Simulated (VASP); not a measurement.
Set up this calculation in VASP 6.6.1, as the native input.

* Task: electric field gradients
* Functional: LDA
* Potentials or basis: VASP PAW LDA potentials, release 64 (Sr_sv, O)
* Cutoff: 520 eV
* k mesh: 8 × 8 × 8
* Occupations: fermi-dirac, width 0.02 eV
* Spin: no spin polarisation
* Dipole correction: no
* Further INCAR settings: ALGO = Normal; EDIFF = 1e-08; NBANDS = 15

The structure of SrO lies in POSCAR:

```
SrO
1.0
    0.0000000000      2.5350687154      2.5350687154
    2.5350687154      0.0000000000      2.5350687154
    2.5350687154      2.5350687154      0.0000000000
Sr O
1 1
Direct
    0.0000000000      0.0000000000      0.0000000000
    0.5000000000      0.5000000000      0.5000000000
```

This cell differs from its parent crystal: volume scaled by 0.96.

These files were run (other wordings do the same):

INCAR

```
  ALGO = Normal
  EDIFF = 1E-8
  ENCUT = 520
  ISIF = 2
  ISMEAR = -1
  LASPH = T
  LCHARG = F
  LEFG = T
  LREAL = F
  LWAVE = F
  NBANDS = 15
  NELM = 60
  PREC = Accurate
  SIGMA = 0.02
```

KPOINTS

```
k-points
0
Gamma
  8 8 8
```

Potentials or basis: VASP PAW LDA potentials, release 64 (Sr_sv, O).

The run is started by

```bash
$ cat potpaw_LDA.64/Sr_sv/POTCAR potpaw_LDA.64/O/POTCAR > POTCAR
$ mpirun -np 1 vasp_std > vasp.out
```

It gave:

The pressure is 0.5 GPa. The band gap on the k mesh is 3.06 eV, indirect (least direct gap 3.12 eV).

Caveat: without QUAD_EFG the Cq values of the log hold for a quadrupole moment of 1 mb, not for the nuclei.

Wall time 11 s on 1 thread of Intel Xeon 6975P-C, with other jobs on the host, peak memory 0.15 GiB.
